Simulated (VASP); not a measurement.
SrCl2, 3 atoms in the cell. The structure is tetragonal, space group I4/mmm (No. 139). The conventional cell has a = 5.068 Å, b = 5.068 Å, c = 6.594 Å, α = 90.00°, β = 90.00°, γ = 90.00°. Sr (site symmetry 4/mmm) has 8 Cl at 3.02 Å within 4.0 Å. Within 4.0 Å of Cl (site symmetry -4m2) lie 4 Sr at 3.02 Å and 6 Cl at 3.30 to 3.58 Å.  This cell differs from its parent crystal: ratio of the length along z to the lengths across it x 0.92, volume and fractional coordinates fixed.

* Program: VASP 6.6.1
* Task: single point
* Functional: PBE
* Potentials or basis: VASP PAW PBE potentials, release 64 (Sr_sv, Cl)
* Cutoff: 520 eV
* k mesh: 6 × 6 × 6
* Occupations: gaussian, width 0.05 eV
* Spin: no spin polarisation
* Dipole correction: no
* Further INCAR settings: ALGO = Normal; EDIFF = 1e-07; NBANDS = 19

Potentials or basis: VASP PAW PBE potentials, release 64 (Sr_sv, Cl).

Launch:

```bash
$ cat potpaw_PBE.64/Sr_sv/POTCAR potpaw_PBE.64/Cl/POTCAR > POTCAR
$ mpirun -np 1 vasp_std > vasp.out
```

Hardware: 1 thread of AMD EPYC 9R14 (Zen 4), on a shared host.

**Question.** Estimate the wall time of this run.

**Answer.** It took 32 s on 1 thread of AMD EPYC 9R14 (Zen 4), on a shared host, peak memory 0.2 GiB. Counts: scf iterations 14, k points 30.
